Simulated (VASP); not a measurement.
Runs of VASP 6.6.1 on ZnS. The structure is that of space group F-43m (No. 216), or close to it. The cells are those of the table. 

```csv
cell,gap on the mesh (eV),pressure (GPa)
"a = 3.825, b = 3.825, c = 3.768 Å, angles 60.5, 60.5, 59.0°, 2 atoms",2.69,(a)
"a = 3.854, b = 3.854, c = 3.825 Å, angles 60.2, 60.2, 59.5°, 2 atoms",2.57,-1.9
"a = 3.882 Å, angles 60.0°, 2 atoms",(b),-3.8
"a = 3.883, b = 3.883, c = 3.940 Å, angles 59.5, 59.5, 61.0°, 2 atoms",2.32,-4.7
"a = 3.827, b = 3.827, c = 3.710 Å, angles 61.0, 61.0, 58.0°, 2 atoms",2.71,1.6
"a = 3.796, b = 3.796, c = 3.768 Å, angles 60.3, 60.3, 59.5°, 2 atoms",2.78,1.6
"a = 3.911, b = 3.911, c = 3.882 Å, angles 60.2, 60.2, 59.5°, 2 atoms",2.37,-4.7
"a = 3.739, b = 3.739, c = 3.768 Å, angles 59.7, 59.7, 60.5°, 2 atoms",2.91,4.3
"a = 3.940 Å, angles 60.0°, 2 atoms",2.26,-6.3
"a = 3.854, b = 3.854, c = 3.882 Å, angles 59.8, 59.8, 60.5°, 2 atoms",2.49,-2.9
"a = 3.710 Å, angles 60.0°, 2 atoms",(c),7.5
"a = 3.825, b = 3.825, c = 3.882 Å, angles 59.5, 59.5, 61.0°, 2 atoms",2.52,-2.0
```

Alike in all rows: task single point; level r2SCAN; potentials or basis VASP PAW PBE potentials, release 64 (Zn, S); no spin polarisation; k mesh 8 × 8 × 8; cutoff (eV) 520; smearing gaussian 0.05 eV.

Problem. Fill in the values left out.

Solution. (a) 0.3; (b) 2.46; (c) 3.10.

Caveats: the PAW data sets were made with another functional, which shifts forces and pressure a little.

A k mesh can miss the band edges.
